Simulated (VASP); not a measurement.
Input of a VASP 6.6.1 run:

File INCAR:

```
PREC     = Accurate       # precision mode
ENCUT    = 520            # plane-wave cutoff, eV
EDIFF    = 1E-6           # SCF threshold, eV
ISMEAR   = -1             # smearing method
SIGMA    = 0.05           # smearing width, eV
LREAL    = F              # projectors in reciprocal space
LASPH    = T              # aspherical terms in the spheres
NELM     = 100            # most SCF steps
ALGO     = Normal         # electronic algorithm
ISIF     = 2              # what is computed and relaxed
LWAVE    = F              # write WAVECAR
LCHARG   = F              # write CHGCAR
GGA      = PS             # functional
NBANDS   = 18             # bands
```

Contents of KPOINTS:

```
Automatic mesh
0
Gamma
  7 7 7
```

The input POSCAR:

```
BiTe
1.0
    0.0000000000      3.2350000000      3.2350000000
    3.2350000000      0.0000000000      3.2350000000
    3.2350000000      3.2350000000      0.0000000000
Bi Te
1 1
Direct
    0.0000000000      0.0000000000      0.0000000000
    0.5000000000      0.5000000000      0.5000000000
```

Potentials or basis: VASP PAW PBE potentials, release 64 (Bi_d, Te).

Command:

```sh
$ cat potpaw_PBE.64/Bi_d/POTCAR potpaw_PBE.64/Te/POTCAR > POTCAR
$ mpirun -np 1 vasp_std > vasp.out
```

(1) Estimate the pressure.

Results:

(1) -1.6 GPa.

Caveat: the PAW data sets were made with another functional, which shifts forces and pressure a little.
